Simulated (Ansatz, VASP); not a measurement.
Pd in VASP and in Ansatz

```
CELL_PARAMETERS angstrom
-3.21223 3.20835 1.30138
3.20835 -3.21223 1.30138
1.64074 1.64074 -1.30849
ATOMIC_POSITIONS crystal
Pd 0.99992 0.00008 0.00000
Pd 0.75008 0.24992 0.50000
```

Alike in both runs: task single point; functional PBE; k mesh 15 × 15 × 15; occupations fermi-dirac, width 0.05 eV; collinear spin.

|  | VASP | Ansatz |
| --- | --- | --- |
| version | VASP 6.6.1 | Ansatz 0.2.0 |
| potentials or method | VASP PAW PBE potentials, release 64 (Pd), cutoff 500 eV | plane waves (420 eV) with PAW, scalar-relativistic |
| valence electrons in the cell | 20 | 36 |

|  | VASP | Ansatz | Ansatz less VASP |
| --- | --- | --- | --- |
| net moment per atom (μB) | 0.00 | 0.00 | 0.000 |

The functional is the same, so the differences come from potentials, cutoffs and numerics. VASP's potentials hold 20 valence electrons a cell and Ansatz's 36, so a difference there can come from the potentials and not from the codes. Ansatz's warnings: seeded moment not kept.
